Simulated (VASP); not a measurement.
Wanted: the native input for a VASP 6.6.1 run.

- Task: single point
- Functional: PBE
- Potentials or basis: VASP PAW PBE potentials, release 64 (Ta_pv)
- Cutoff: 520 eV
- k mesh: 12 × 12 × 1
- Occupations: fermi-dirac, width 0.08 eV
- Spin: no spin polarisation
- Dipole correction: yes
- Further INCAR settings: ALGO = Normal; EDIFF = 1e-06; NBANDS = 12

The structure of Ta lies in POSCAR:

```
Ta
1.0
    3.3195547170      0.0000000000      0.0000000000
    0.0000000000      3.3195547170      0.0000000000
    0.0000000000      0.0000000000     16.0000000000
Ta
1
Direct
    0.0000000000      0.0000000000      0.5000000000
```

The input as run:

INCAR

```
SYSTEM = Ta
  ALGO = Normal
  DIPOL = 0.5 0.5 0.500
  EDIFF = 1E-6
  ENCUT = 520
  GGA = PE
  IDIPOL = 3
  ISIF = 2
  ISMEAR = -1
  LASPH = .TRUE.
  LCHARG = .FALSE.
  LDIPOL = .TRUE.
  LREAL = .FALSE.
  LWAVE = .FALSE.
  NBANDS = 12
  NELM = 100
  PREC = Accurate
  SIGMA = 0.08
```

KPOINTS

```
k-points
0
G
  12 12 1
  0 0 0
```

Potentials or basis: VASP PAW PBE potentials, release 64 (Ta_pv).

The run is started by

```bash
$ cat potpaw_PBE.64/Ta_pv/POTCAR > POTCAR
$ mpirun -np 1 vasp_std > vasp.out
```

It took 64 s on 1 thread of Intel(R) Xeon(R) Platinum 8488C (Sapphire Rapids) (shared host), peak memory 0.3 GiB.
